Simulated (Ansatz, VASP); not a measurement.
MgMo in VASP and in Ansatz

```
CELL_PARAMETERS angstrom
1.37936 -0.79637 4.77753
0.00000 1.59274 4.77753
-1.37936 -0.79637 4.77753
ATOMIC_POSITIONS crystal
Mg 0.00000 0.00000 0.00000
Mo 0.50000 0.50000 0.50000
```

Change from the starting cell: volume scaled by 0.9405, PAW files.

Alike in both runs: task electric field gradients; functional PBEsol; k mesh 13 × 13 × 13; occupations fermi-dirac, width 0.03 eV; no spin polarisation.

|  | VASP | Ansatz |
| --- | --- | --- |
| version | VASP 6.6.1 | Ansatz 0.2.0 |
| potentials or method | VASP PAW PBE potentials, release 64 (Mg, Mo_sv) | PAW with Ansatz's default frozen-core files, scalar-relativistic |
| plane-wave cutoff (eV) | 520 | 420 |
| valence electrons in the cell | 16 | 24 |

```tsv
	VASP	Ansatz	Ansatz less VASP
pressure (GPa)	9.3	9.0	-0.37
traceless stress, the component that is largest in VASP (GPa)	-1.22	-1.11	+0.109
size of Vzz on the site where it differs most (V/Å²)	13.8	18.2	+4.40
```

VASP's potentials were made for PBE, not for PBEsol. With one functional, cell and mesh, what is left measures potentials, basis and numerics. VASP's potentials hold 16 valence electrons a cell and Ansatz's 24, so a difference there can come from the potentials and not from the codes.
